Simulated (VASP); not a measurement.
Here is a VASP 6.6.1 calculation.

INCAR

```
SYSTEM = SiNi3
PREC = Accurate
ENCUT = 520
EDIFF = 1E-6
ISMEAR = -1
SIGMA = 0.05
LREAL = .FALSE.
LASPH = .TRUE.
NELM = 150
ALGO = Normal
ISIF = 2
LWAVE = .FALSE.
LCHARG = .FALSE.
ISPIN = 2
MAGMOM = 1 1 1 0
LORBIT = 11
LMAXMIX = 4
GGA = PE
NBANDS = 29
```

The input KPOINTS:

```
Automatic mesh
0
G
  8 8 8
  0 0 0
```

File POSCAR:

```
SiNi3
1.0
    3.5420000000      0.0000000000      0.0000000000
    0.0000000000      3.5420000000      0.0000000000
    0.0000000000      0.0000000000      3.5420000000
Ni Si
3 1
Direct
    0.5000000000      0.5000000000      0.0000000000
    0.5000000000      0.0000000000      0.5000000000
    0.0000000000      0.5000000000      0.5000000000
    0.0000000000      0.0000000000      0.0000000000
```

Potentials or basis: VASP PAW PBE potentials, release 64 (Ni, Si).

The run is started by

```sh
$ cat potpaw_PBE.64/Ni/POTCAR potpaw_PBE.64/Si/POTCAR > POTCAR
$ mpirun -np 1 vasp_std > vasp.out
```

**Question.** Estimate the pressure.

**Answer.** -5.9 GPa.

**Question.** Estimate the band gap on the k mesh.

**Answer.** Zero (filled and empty bands overlap).

**Question.** Estimate the net moment.

**Answer.** 0.00 μB per cell.
